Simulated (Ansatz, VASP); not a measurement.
One calculation of I, two programs

```xyz
3
Lattice="0.0000 4.9944 5.5793 3.2156 0.0000 5.5793 3.2156 4.9944 0.0000" Properties=species:S:1:pos:R:3 pbc="T T T"
I     1.6078    0.0000    2.7897
I     1.6078    4.9944    2.7897
I     0.0000    0.0000    0.0000
```

Alike in both runs: functional PBE; k mesh 10 × 10 × 10; occupations gaussian, width 0.1 eV; no spin polarisation.

Ansatz relaxed the structure, and its values are those at the end. VASP's run is a single point on that final structure, the one shown.

```csv
,VASP,Ansatz
version,VASP 6.6.1,Ansatz 0.2.0
potentials or method,"VASP PAW PBE potentials, release 64 (I), cutoff 520 eV","scalar-relativistic, plane waves, PAW"
valence electrons in the cell,21,51
```

|  | VASP | Ansatz | Ansatz less VASP |
| --- | --- | --- | --- |
| gap on the k mesh at the Fermi level (eV) | none | none | - |
| pressure (GPa) | 0.0 | 0.0 | +0.03 |

A gap of «none» marks a metal or a gap that the smearing closes. VASP's potentials hold 21 valence electrons a cell and Ansatz's 51, so a difference there can come from the potentials and not from the codes.

Spin-orbit coupling is off throughout.
